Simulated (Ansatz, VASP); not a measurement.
**Two plane-wave programs on Ta**

Contents of INCAR:

```
  PREC = Accurate
  ENCUT = 520
  EDIFF = 1E-6
  ISMEAR = 0
  SIGMA = 0.15
  LREAL = False
  LASPH = True
  NELM = 60
  ALGO = Normal
  ISIF = 2
  LWAVE = False
  LCHARG = False
  GGA = PS
  NBANDS = 12
```

File KPOINTS:

```
Automatic mesh
0
Gamma
  26 26 26
```

File POSCAR:

```
Ta
1.0
   -1.5090389812      1.5090389812      1.5090389812
    1.5090389812     -1.5090389812      1.5090389812
    1.5090389812      1.5090389812     -1.5090389812
Ta
1
Direct
    0.0000000000      0.0000000000      0.0000000000
```

Input for Ansatz:

```yaml
crystal:
  lattice:
    - [-1.5090389812, 1.5090389812, 1.5090389812]
    - [1.5090389812, -1.5090389812, 1.5090389812]
    - [1.5090389812, 1.5090389812, -1.5090389812]
  atoms:
    - { symbol: Ta, position: [0.0, 0.0, 0.0] }
basis:
  ecutwfc: 420
kpoints:
  mp_grid: { grid: [26, 26, 26] }
hamiltonian:
  xc: pbesol
scf:
  occupations: { method: gaussian, width: 0.15 }
output:
  forces: true
  stress: true
  eigenvalues: true
```

Change from the starting cell: strain -0.080 along x and y, -0.080 along z, atoms carried along.

Alike in both runs: task single point; functional PBEsol; k mesh 26 × 26 × 26; occupations gaussian, width 0.15 eV; no spin polarisation.

|  | VASP | Ansatz |
| --- | --- | --- |
| version | VASP 6.6.1 | Ansatz 0.2.0 |
| potentials or method | VASP PAW PBE potentials, release 64 (Ta_pv), cutoff 520 eV | scalar-relativistic, plane waves, PAW |
| valence electrons in the cell | 11 | 13 |

```tsv
	VASP	Ansatz	Ansatz less VASP
gap on the k mesh at the Fermi level (eV)	none	none	-
pressure (GPa)	84.4	83.0	-1.33
```

VASP's potentials were made for PBE, not for PBEsol. A gap of «none» marks a metal or a gap that the smearing closes. Both programs put the cell under a high pressure, so it lies far from rest at this level. VASP's potentials hold 11 valence electrons a cell and Ansatz's 13, so a difference there can come from the potentials and not from the codes.

Spin-orbit coupling is off throughout. Noted on VASP's run: the cell as given lies far from equilibrium.
